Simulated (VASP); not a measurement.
Hf, 2 atoms in the cell. It takes space group P6_3/mmc (No. 194, hexagonal). Conventional cell: a = 3.205 Å, b = 3.205 Å, c = 5.066 Å, α = 90.00°, β = 90.00°, γ = 120.00°. Within 4.1 Å of Hf (site symmetry -6m2) lie 12 Hf at 3.14 to 3.21 Å. 

```yaml
Program: VASP 6.6.1
Task: single point
Functional: PBE
Potentials_or_basis: VASP PAW PBE potentials, release 64 (Hf_pv)
Cutoff: 520 eV
k_mesh: 18 × 18 × 10
Occupations: methfessel-paxton, width 0.1 eV
Spin: no spin polarisation
Dipole_correction: no
Further_INCAR_settings: ALGO = Fast; EDIFF = 1e-07; NBANDS = 17
```

Potentials or basis: VASP PAW PBE potentials, release 64 (Hf_pv).

The run is started by

```console
$ cat potpaw_PBE.64/Hf_pv/POTCAR > POTCAR
$ mpirun -np 1 vasp_std > vasp.out
```

Hardware: 1 thread of Intel(R) Xeon(R) Platinum 8559C (Emerald Rapids) (shared host).

Q: Estimate the wall time of this run.

A: Run time: 84 s on 1 thread of Intel(R) Xeon(R) Platinum 8559C (Emerald Rapids) (shared host), peak memory 0.26 GiB. Counts: scf iterations 18, k points 222.
